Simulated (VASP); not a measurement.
Here is a VASP 6.6.1 calculation.

The input INCAR:

```
SYSTEM = CoO
PREC = Accurate
ENCUT = 1340
EDIFF = 1E-6
ISMEAR = -1
SIGMA = 0.05
LREAL = .FALSE.
LASPH = .TRUE.
NELM = 200
ALGO = Normal
ISIF = 2
LWAVE = .FALSE.
LCHARG = .TRUE.
ISPIN = 2
MAGMOM = 2.5 0
LORBIT = 11
NUPDOWN = 2.5
LMAXMIX = 4
GGA = PE
LELF = .TRUE.
LVHAR = .TRUE.
NBANDS = 22
GGA_COMPAT = .FALSE.
```

KPOINTS

```
Automatic mesh
0
G
  9 9 9
  0 0 0
```

POSCAR

```
CoO
1.0
    1.6022198417      0.9250420569      2.5664708903
   -1.6022198417      0.9250420569      2.5664708903
    0.0000000000     -1.8500841138      2.5664708903
Co O
1 1
Direct
    0.9989783200      0.9989783200      0.9989783200
    0.7510210300      0.7510210300      0.7510210300
```

Potentials or basis: VASP PAW PBE potentials, release 64 (Co_sv, O_h).

Command:

```bash
$ cat potpaw_PBE.64/Co_sv/POTCAR potpaw_PBE.64/O_h/POTCAR > POTCAR
$ mpirun -np 1 vasp_std > vasp.out
```

**Question.** Predict the pressure.

**Answer.** -2.8 GPa.

**Question.** Estimate the largest force.

**Answer.** 0.217 eV/Å.

Forces on the atoms (eV/Å):
```
Co   0.000  0.000  0.217
O    0.000  0.000 -0.217
```

Caveat: the total moment is fixed, so each spin has its own Fermi level and the state may be an excited one; a cell with one magnetic atom can't hold antiferromagnetic order, which such compounds often take.
